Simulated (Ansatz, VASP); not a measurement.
## Two plane-wave programs on GdN

Contents of INCAR:

```
ALGO = Normal ; EDIFF = 1E-6
ENCUT = 520 ; GGA = PE
ISIF = 2 ; ISMEAR = 0
ISPIN = 2 ; LASPH = T
LCHARG = T ; LDAU = T
LDAUJ = 0 0 ; LDAUL = 3 -1
LDAUPRINT = 1 ; LDAUTYPE = 2
LDAUU = 6 0 ; LELF = T
LMAXMIX = 6 ; LORBIT = 11
LREAL = F ; LVHAR = T
LWAVE = F ; MAGMOM = 7.64 -0.16
NBANDS = 22 ; NELM = 150
PREC = Accurate ; SIGMA = 0.05
```

KPOINTS

```
k-points
0
Gamma
  10 10 10
```

POSCAR

```
GdN
1.0
    0.0000000000      2.5340299902      2.5340299902
    2.5340299902      0.0000000000      2.5340299902
    2.5340299902      2.5340299902      0.0000000000
Gd N
1 1
Direct
    0.5000000000      0.5000000000      0.5000000000
    0.0000000000      0.0000000000      0.0000000000
```

Input for Ansatz:

```yaml
crystal:
  lattice:
    - [0.0, 2.5340299907, 2.5340299907]
    - [2.5340299907, 0.0, 2.5340299907]
    - [2.5340299907, 2.5340299907, 0.0]
  atoms:
    - { symbol: Gd, position: [0.5, 0.5, 0.5], spin: 7.64 }
    - { symbol: "N", position: [0.0, 0.0, 0.0] }
basis:
  ecutwfc: 420
  ecutrho_ratio: 4
kpoints:
  mp_grid: { grid: [10, 10, 10] }
hamiltonian:
  xc: pbe
  hubbard:
    sites:
      - { species: Gd, l: f, u_eff: 6.0, starting_ns: start.occupation_matrices }
    ns_hold: { iters: 6 }
scf:
  occupations: { method: gaussian, width: 0.05 }
  lower_state_search: "off"
output:
  forces: true
  stress: true
  eigenvalues: true
  populations: true
  hubbard: { sites: [{ species: Gd, l: f }] }
  write_density: true
  write_potential: true
  elf: true
  volumetric_format: npy
magnetization:
  spin_polarized: true
```

Alike in both runs: task single point; functional PBE; k mesh 10 × 10 × 10; occupations gaussian, width 0.05 eV; collinear spin; Hubbard terms Gd f U = 6.0 eV.

|  | VASP | Ansatz |
| --- | --- | --- |
| version | VASP 6.6.1 | Ansatz 0.2.0 |
| potentials or method | VASP PAW PBE potentials, release 64 (Gd, N), cutoff 520 eV | scalar-relativistic, plane waves, PAW |
| valence electrons in the cell | 23 | 23 |

```tsv
	VASP	Ansatz	Ansatz less VASP
gap on the k mesh at the Fermi level (eV)	none	none	-
pressure (GPa)	-5.1	-5.4	-0.34
net moment per atom (μB)	3.50	3.50	0.000
size of the moment on the site where the two differ most (μB)	6.87	6.95	+0.075
```

Site moments also hang on the region over which each program counts them. The programs project onto different local orbitals, so the same U acts differently, and such runs can settle in different states. A gap of «none» marks a metal or a gap that the smearing closes. Ansatz's warnings: filled band counts differ across k points.

Neither program's run includes spin-orbit coupling.
